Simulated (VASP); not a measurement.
Set up this calculation in VASP 6.6.1, as the native input.

```
Task                   : single point
Functional             : PBE
Potentials or basis    : VASP PAW PBE potentials, release 64 (C, Cl, H)
Cutoff                 : 720 eV
k mesh                 : 1 × 1 × 1
Occupations            : gaussian, width 0.03 eV
Spin                   : no spin polarisation
Tolerance level        : screening
Purpose                : energy
Further INCAR settings : ALGO = Normal; EDIFF = 1e-08; NELMDL = -8; ISIF = 0
```

The structure of CClH3 lies in POSCAR:

```
H3CCl
1.0
   12.0000000000      0.0000000000      0.0000000000
    0.0000000000     11.0000000000      0.0000000000
    0.0000000000      0.0000000000     11.0000000000
C Cl H
1 1 3
Direct
    0.4664500000      0.4889863600      0.5020909100
    0.5989750000      0.4616409100      0.4362909100
    0.4527916700      0.4230409100      0.5742181800
    0.4031916700      0.4792500000      0.4319636400
    0.4653750000      0.5807772700      0.5433454500
```

This cell differs from its parent crystal: last atom moved by 0.05 Å along z.

These files were run (other wordings do the same):

INCAR

```
SYSTEM = H3CCl
ALGO = Normal
EDIFF = 1E-8
EFERMI = MIDGAP
ENCUT = 720
GGA = PE
GGA_COMPAT = .FALSE.
ISIF = 0
ISMEAR = 0
LASPH = .TRUE.
LCHARG = .FALSE.
LREAL = .FALSE.
LWAVE = .FALSE.
NELM = 120
NELMDL = -8
PREC = Accurate
SIGMA = 0.03
```

KPOINTS

```
k-points
0
Gamma
  1 1 1
```

Potentials or basis: VASP PAW PBE potentials, release 64 (C, Cl, H).

Command:

```console
$ cat potpaw_PBE.64/C/POTCAR potpaw_PBE.64/Cl/POTCAR potpaw_PBE.64/H/POTCAR > POTCAR
$ mpirun -np 1 vasp_gam > vasp.out
```

It gave:

The largest force is 0.604 eV/Å and the gap between the frontier levels is 6.24 eV.

Caveat: the cell differs from its parent crystal (last atom moved by 0.05 Å along z).

Wall time 110 s on 1 thread of Intel(R) Xeon(R) 6975P-C (Granite Rapids), with other jobs on the host, peak memory 1.6 GiB.
